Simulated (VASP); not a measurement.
# Pd (Im-3m) in VASP: a series of runs

Runs on Pd. Level: PBEsol. Tasks: single point.

Everything below comes from runs of VASP 6.6.1. Logs are shortened: lines on timing, memory, paths and dates and some standing lists are left out, and cuts for length are marked.

**1. The cell of the first run**

It takes space group Im-3m (No. 229, cubic). Conventional cell: a = 3.086 Å, b = 3.086 Å, c = 3.086 Å, α = 90.00°, β = 90.00°, γ = 90.00°. Pd (site symmetry m-3m) has 14 Pd at 2.67 to 3.09 Å within 3.5 Å.

**2. Single point, PBEsol**

INCAR reads:

```
PREC     = Accurate       # precision mode
ENCUT    = 520            # plane-wave cutoff, eV
EDIFF    = 1E-7           # SCF threshold, eV
ISMEAR   = -1             # smearing method
SIGMA    = 0.1            # smearing width, eV
LREAL    = False          # projectors in reciprocal space
LASPH    = True           # aspherical terms in the spheres
NELM     = 60             # most SCF steps
ALGO     = Normal         # electronic algorithm
ISIF     = 2              # what is computed and relaxed
LWAVE    = False          # write WAVECAR
LCHARG   = False          # write CHGCAR
GGA      = PS             # functional
NBANDS   = 11             # bands
```

KPOINTS reads:

```
regular mesh
0
Gamma
  14 14 14
```

POSCAR reads:

```
Pd
1.0
   -1.5430113828      1.5430113828      1.5430113828
    1.5430113828     -1.5430113828      1.5430113828
    1.5430113828      1.5430113828     -1.5430113828
Pd
1
Direct
    0.0000000000      0.0000000000      0.0000000000
```

Potentials or basis: VASP PAW PBE potentials, release 64 (Pd).

On the command line:

```bash
$ cat potpaw_PBE.64/Pd/POTCAR > POTCAR
$ mpirun -np 1 vasp_std > vasp.out
```

OUTCAR:

```text
PREC = Accurate
   ENCUT = 520
   EDIFF = 1E-7
   ISMEAR = -1
   LREAL = False
   LASPH = True
   NELM = 60
   ISIF = 2
   GGA = PS

 ion  position               nearest neighbor table
   1  0.000  0.000  0.000-

  LATTYP: Found a body centered cubic cell.
 ALAT       =     3.0860227656

  Lattice vectors:

 A1 = (  -1.5430113828,   1.5430113828,   1.5430113828)
 A2 = (   1.5430113828,  -1.5430113828,   1.5430113828)
 A3 = (   1.5430113828,   1.5430113828,  -1.5430113828)

Analysis of symmetry for initial positions (statically):
=====================================================================
 Subroutine PRICEL returns:
 Original cell was already a primitive cell.

 Routine SETGRP: Setting up the symmetry group for a
 body centered cubic supercell.

 Subroutine GETGRP returns: Found 48 space group operations
 (whereof 48 operations were pure point group operations)
 out of a pool of 48 trial point group operations.

The static configuration has the point symmetry O_h .

Analysis of symmetry for dynamics (positions and initial velocities):
=====================================================================
 Subroutine PRICEL returns:
 Original cell was already a primitive cell.

 Routine SETGRP: Setting up the symmetry group for a
 body centered cubic supercell.

 Subroutine GETGRP returns: Found 48 space group operations
 (whereof 48 operations were pure point group operations)
 out of a pool of 48 trial point group operations.

The dynamic configuration has the point symmetry O_h .

 Subroutine INISYM returns: Found 48 space group operations
 (whereof 48 operations are pure point group operations),
 and found     1 'primitive' translations

----------------------------------------------------------------------------------------

                                     Primitive cell

  volume of cell :      14.6949

  direct lattice vectors                    reciprocal lattice vectors
    -1.543011383  1.543011383  1.543011383     0.000000000  0.324041680  0.324041680
     1.543011383 -1.543011383  1.543011383     0.324041680  0.000000000  0.324041680
     1.543011383  1.543011383 -1.543011383     0.324041680  0.324041680  0.000000000

  length of vectors
     2.672574112  2.672574112  2.672574112     0.458264138  0.458264138  0.458264138

  position of ions in fractional coordinates (direct lattice)
     0.000000000  0.000000000  0.000000000

  ion indices of the primitive-cell ions
   primitive index   ion index
                 1           1

----------------------------------------------------------------------------------------

 KPOINTS: regular mesh

Automatic generation of k-mesh.
 Grid dimensions read from file:
 generate k-points for:   14   14   14

 Generating k-lattice:

  Cartesian coordinates                     Fractional coordinates (reciprocal lattice)
     0.000000000  0.023145834  0.023145834     0.071428571  0.000000000  0.000000000
     0.023145834  0.000000000  0.023145834     0.000000000  0.071428571  0.000000000
     0.023145834  0.023145834  0.000000000     0.000000000  0.000000000  0.071428571

  Length of vectors
     0.032733153  0.032733153  0.032733153

  Shift w.r.t. Gamma in fractional coordinates (k-lattice)
     0.000000000  0.000000000  0.000000000

 Subroutine IBZKPT returns following result:
 ===========================================

 Found    104 irreducible k-points:

 Following reciprocal coordinates:
            Coordinates               Weight
  0.000000  0.000000  0.000000      1.000000
  0.071429  0.000000  0.000000     12.000000
  0.142857  0.000000  0.000000     12.000000
  0.214286  0.000000  0.000000     12.000000
  0.285714  0.000000  0.000000     12.000000
  0.357143  0.000000  0.000000     12.000000
[... 16 lines left out ...]
  0.285714  0.285714  0.000000     24.000000
  0.357143  0.285714  0.000000     24.000000
 [... further k-points ...]
   k-points           NKPTS =    104   k-points in BZ     NKDIM =    104   number of bands    NBANDS=     11
   number of dos      NEDOS =    301   number of ions     NIONS =      1
   total plane-waves  NPLWV =   8000
   dimension x,y,z NGX =    20 NGY =   20 NGZ =   20
   dimension x,y,z NGXF=    40 NGYF=   40 NGZF=   40
   ions per type =               1
   NGX,Y,Z   is equivalent  to a cutoff of  12.44, 12.44, 12.44 a.u.
   NGXF,Y,Z  is equivalent  to a cutoff of  24.88, 24.88, 24.88 a.u.
 SYSTEM =  unknown system
   PREC   = accura    normal or accurate (medium, high low for compatibility)
   ISTART =      0    job   : 0-new  1-cont  2-samecut
   ICHARG =      2    charge: 1-file 2-atom 10-const
   ISPIN  =      1    spin polarized calculation?
   LNONCOLLINEAR =      F non collinear calculations
   LSORBIT =      F    spin-orbit coupling
   LASPH  =      T    aspherical Exc in radial PAW
   ENCUT  =  520.0 eV  38.22 Ry    6.18 a.u.   4.97  4.97  4.97*2*pi/ulx,y,z
   NELM   =     60;   NELMIN=  2; NELMDL= -5     # of ELM steps
   EDIFF  = 0.1E-06   stopping-criterion for ELM
   LREAL  =      F    real-space projection
   EDIFFG = 0.1E-05   stopping-criterion for IOM
   NSW    =      0    number of steps for IOM
   IBRION =     -1    ionic relax: 0-MD 1-quasi-New 2-CG
   NFREE  =      0    steps in history (QN), initial steepest desc. (CG)
   ISIF   =      2    stress and relaxation
   ISYM   =      2    0-nonsym 1-usesym 2-fastsym
   POTIM  = 0.5000    time-step for ionic-motion
   TEBEG  =    0.0;   TEEND  =   0.0 temperature during run
   PSTRESS=    0.0 pullay stress
   NELECT =      10.0000    total number of electrons
   NUPDOWN=      -1.0000    fix difference up-down
   EMIN   =  10.00;   EMAX   =-10.00  energy-range for DOS
   EFERMI =   0.00;   METHOD = LEGACY
   ISMEAR =    -1;   SIGMA  =   0.10  broadening in eV -4-tet -1-fermi 0-gaus
   EFERMI_NEDOS =   21; number of points for ismear=-14 and -15
   IALGO  =     38    algorithm
   IMIX   =      4    mixing-type and parameters
     AMIX     =   0.40;   BMIX     =  1.00
     AMIX_MAG =   1.60;   BMIX_MAG =  1.00
  volume/ion in A,a.u.               =      14.69        99.17
  Fermi-wavevector in a.u.,A,eV,Ry     =   1.439966  2.721142 28.211726  2.073503
  Thomas-Fermi vector in A             =   2.558763
   LORBIT       =      0    0 simple, 1 ext, 2 COOP (PROOUT), +10 PAW based schemes
   GGA     = PS    functional components
   LHFCALC =     F    Hartree Fock is set to
   AEXX    =    0.0000 exact exchange contribution
   IVDW    =     0    specifies the selected vdW correction
   LEPSILON=     F    determine dielectric tensor
   LRPA    =     F    only Hartree local field effects (RPA)
 non-spin polarized calculation
  energy-cutoff  :      520.00
  volume of cell :       14.69
 maximum number of plane-waves:       410
   NGX =  9   NGY =  9   NGZ =  9

 number of electron      10.0000000 magnetization

 number of electron       9.9999999 magnetization

 Free energy of the ion-electron system (eV)
  ---------------------------------------------------
  ext. energy  EPLUGINS =         0.00000000
  ---------------------------------------------------
  free energy    TOTEN  =        -5.92314534 eV

  energy without entropy =       -5.87874478  energy(sigma->0) =       -5.90094506

 E-fermi :   9.6689     XC(G=0): -13.3984

 val. band max:        9.6642352525   @ k =   0.5000   0.5000   0.4286
 cond. band min:       9.6827307663   @ k =  -0.4286  -0.4286   0.1429
 fundamental gap:      0.0184955138
 Fermi energy:         9.6689497074

 k-point     1 :       0.0000    0.0000    0.0000
  band No.  band energies     occupation
      1       2.4222      2.00000
      2       6.6889      2.00000
      3       6.6889      2.00000
      4       6.6889      2.00000
      5       8.7210      1.99985
      6       8.7210      1.99985
      7      29.0138      0.00000
      8      29.0138      0.00000
      9      29.0138      0.00000
     10      35.9520      0.00000
     11      37.6469      0.00000

 k-point     2 :       0.0714    0.0000    0.0000
  band No.  band energies     occupation
      1       2.6186      2.00000
      2       6.6212      2.00000
      3       6.6909      2.00000
      4       6.8303      2.00000
      5       8.6416      1.99993
      6       8.7261      1.99984
      7      28.9116      0.00000
      8      29.0450      0.00000
      9      29.2555      0.00000
     10      35.9016      0.00000
     11      35.9801      0.00000

 k-point     3 :       0.1429    0.0000    0.0000
  band No.  band energies     occupation
      1       3.1700      2.00000
      2       6.4360      2.00000
      3       6.6932      2.00000
      4       7.2408      2.00000
      5       8.4778      1.99999
      6       8.7439      1.99981
      7      28.2425      0.00000
      8      28.8775      0.00000
      9      29.9396      0.00000
     10      34.6301      0.00000
     11      35.0395      0.00000

 k-point     4 :       0.2143    0.0000    0.0000
  band No.  band energies     occupation
      1       3.9107      2.00000
      2       6.1797      2.00000
      3       6.7766      2.00000
      4       7.8774      2.00000
      5       8.3820      1.99999
      6       8.7795      1.99973
      7      26.4354      0.00000
      8      28.0583      0.00000
      9      30.9469      0.00000
     10      33.7043      0.00000
     11      34.3569      0.00000
[... 239 lines left out ...]
 k-point    22 :       0.3571    0.2143   -0.0000
  band No.  band energies     occupation
      1       5.0542      2.00000
      2       5.7968      2.00000
      3       7.2678      2.00000
      4       8.6218      1.99994
      5       9.2335      1.97462
      6      14.3784      0.00000
      7      18.0622      0.00000
      8      21.5734      0.00000
      9      26.9806      0.00000
     10      33.3345      0.00000
     11      35.1585      0.00000

 k-point    23 :       0.2857    0.2857    0.0000
  band No.  band energies     occupation
      1       5.2267      2.00000
      2       6.0100      2.00000
      3       6.8137      2.00000
      4       8.6606      1.99992
      5       9.1179      1.99194
      6      14.7215      0.00000
      7      19.3259      0.00000
      8      19.7882      0.00000
      9      27.2765      0.00000
     10      33.0148      0.00000
     11      34.9558      0.00000

 k-point    24 :       0.3571    0.2857    0.0000
  band No.  band energies     occupation
      1       5.2421      2.00000
      2       6.1204      2.00000
      3       6.7005      2.00000
      4       8.7911      1.99969
      5       9.0596      1.99549
      6      16.3669      0.00000
      7      17.7677      0.00000
      8      19.2490      0.00000
      9      27.2788      0.00000
     10      33.4863      0.00000
     11      34.2714      0.00000

 [... further k-points ...]
[... 5 lines left out ...]
  --------------------------------------------------------------------------------------
  -------------------------------------------------------------------------------------
  Total       -0.0337150     -0.0337150     -0.0337150      0.0000000      0.0000000     -0.0000000
  in kB       -3.6759223     -3.6759223     -3.6759223      0.0000000      0.0000000     -0.0000000
  external PRESSURE =      -3.6759223 kB  Pullay stress =       0.0000000 kB

 VOLUME and BASIS-vectors are now :
 -----------------------------------------------------------------------------
  energy-cutoff  :      520.00
  volume of cell :       14.69
      direct lattice vectors                 reciprocal lattice vectors
    -1.543011383  1.543011383  1.543011383     0.000000000  0.324041680  0.324041680
     1.543011383 -1.543011383  1.543011383     0.324041680  0.000000000  0.324041680
     1.543011383  1.543011383 -1.543011383     0.324041680  0.324041680  0.000000000

 POSITION                                       TOTAL-FORCE (eV/Angst)
 -----------------------------------------------------------------------------------
      0.00000      0.00000      0.00000         0.000000      0.000000     -0.000000
 -----------------------------------------------------------------------------------
    total drift:                                0.000000      0.000000      0.000000

  FREE ENERGIE OF THE ION-ELECTRON SYSTEM (eV)
  ---------------------------------------------------
  free  energy   TOTEN  =        -5.9231453419 eV

  energy  without entropy=       -5.8787447789  energy(sigma->0) =       -5.90094506
```

Run time: 11 s. Hardware: 1 thread of Intel Xeon Platinum 8259CL at 2.50GHz (Skylake/Cascade Lake), shared host; peak memory 0.13 GiB.

Results:

| Quantity | Value |
| --- | --- |
| Free energy | -5.9231 eV |
| Pressure | -0.4 GPa |
| Band gap on the k mesh | zero (band 5 reaches 10.31 eV, above the bottom of band 6 at 8.60 eV) |

Caveat: the PAW data sets were made with another functional, which shifts forces and pressure a little.

**3. Single point, PBEsol (volume scaled by 0.88)**

INCAR reads:

```
ALGO = Normal
EDIFF = 1E-6
ENCUT = 520
GGA = PS
ISIF = 2
ISMEAR = -1
LASPH = T
LCHARG = T
LELF = T
LREAL = F
LVHAR = T
LWAVE = F
NBANDS = 11
NELM = 100
PREC = Accurate
SIGMA = 0.1
```

KPOINTS reads:

```
k-points
0
Gamma
  16 16 16
```

POSCAR reads:

```
Pd
1.0
   -1.4786430758      1.4786430758      1.4786430758
    1.4786430758     -1.4786430758      1.4786430758
    1.4786430758      1.4786430758     -1.4786430758
Pd
1
Direct
    0.0000000000      0.0000000000      0.0000000000
```

Potentials or basis: VASP PAW PBE potentials, release 64 (Pd).

On the command line:

```bash
$ cat potpaw_PBE.64/Pd/POTCAR > POTCAR
$ mpirun -np 1 vasp_std > vasp.out
```

It took 15 s on 1 thread of Intel Xeon Platinum 8259CL at 2.50GHz (Skylake/Cascade Lake), shared host; peak memory 0.14 GiB.

It converged, with:

```
Free energy            : -5.7588 eV
Pressure               : 35.0 GPa
Band gap on the k mesh : zero (band 5 reaches 12.82 eV, above the bottom of band 6 at 10.69 eV)
```

Levels at points of the mesh, in eV from the Fermi level:
| k point | band 2 | band 3 | band 4 | band 5 | band 6 | band 7 | band 8 | band 9 |
| --- | --- | --- | --- | --- | --- | --- | --- | --- |
| (0.00, 0.00, 0.00) | -3.66 | -3.66 | -3.66 | -1.20 | -1.20 | 19.50 | 19.50 | 19.50 |
| (0.50, 0.00, 0.00) | -5.16 | -1.27 | -0.87 | 0.80 | 1.06 | 9.13 | 15.30 | 19.17 |
| (0.50, 0.50, 0.50) | -6.53 | 0.30 | 0.30 | 0.30 | 9.66 | 9.66 | 9.66 | 19.40 |

Caveat: the PAW data sets were made with another functional, which shifts forces and pressure a little.

**4. Single point, PBEsol (volume scaled by 0.92)**

INCAR reads:

```
SYSTEM = Pd
PREC = Accurate
ENCUT = 520
EDIFF = 1E-7
ISMEAR = -1
SIGMA = 0.1
LREAL = .False.
LASPH = .True.
NELM = 100
ALGO = Normal
ISIF = 2
LWAVE = .False.
LCHARG = .False.
GGA = PS
NBANDS = 11
```

KPOINTS reads:

```
regular mesh
0
Gamma
  16 16 16
  0 0 0
```

POSCAR reads:

```
Pd
1.0
   -1.5007156296      1.5007156296      1.5007156296
    1.5007156296     -1.5007156296      1.5007156296
    1.5007156296      1.5007156296     -1.5007156296
Pd
1
Direct
    0.0000000000      0.0000000000      0.0000000000
```

On the command line:

```bash
$ cat potpaw_PBE.64/Pd/POTCAR > POTCAR
$ mpirun -np 1 vasp_std > vasp.out
```

It took 16 s on 1 thread of Intel Xeon Platinum 8259CL at 2.50GHz (Skylake/Cascade Lake), shared host; peak memory 0.14 GiB.

The run converged. Its results:

```yaml
Free_energy: -5.8590 eV
Pressure: 20.1 GPa
Band_gap_on_the_k_mesh: zero (band 5 reaches 11.91 eV, above the bottom of band 6 at 9.94 eV)
```

Levels at points of the mesh, in eV from the Fermi level:
```tsv
k point	band 2	band 3	band 4	band 5	band 6	band 7	band 8	band 9
(0.00, 0.00, 0.00)	-3.42	-3.42	-3.42	-1.12	-1.12	19.45	19.45	19.45
(0.50, 0.00, 0.00)	-4.82	-1.19	-0.82	0.73	1.14	8.69	15.24	18.69
(0.50, 0.50, 0.50)	-6.08	0.27	0.27	0.27	9.48	9.48	9.48	18.79
```

Caveat: the PAW data sets were made with another functional, which shifts forces and pressure a little.

**5. Summary**

| cell | k mesh | gap on the mesh (eV) | pressure (GPa) |
| --- | --- | --- | --- |
| a = 2.673 Å, angles 109.5°, 1 atom | 14 × 14 × 14 | none | -0.4 |
| a = 2.561 Å, angles 109.5°, 1 atom | 16 × 16 × 16 | none | 35.0 |
| a = 2.599 Å, angles 109.5°, 1 atom | 16 × 16 × 16 | none | 20.1 |

Alike in all rows: task single point; level PBEsol; potentials or basis VASP PAW PBE potentials, release 64 (Pd); no spin polarisation; cutoff (eV) 520; smearing fermi-dirac 0.1 eV.

Caveats: the PAW data sets were made with another functional, which shifts forces and pressure a little.

Total energies depend on the potentials used, so only differences within one code and one set of settings carry meaning.
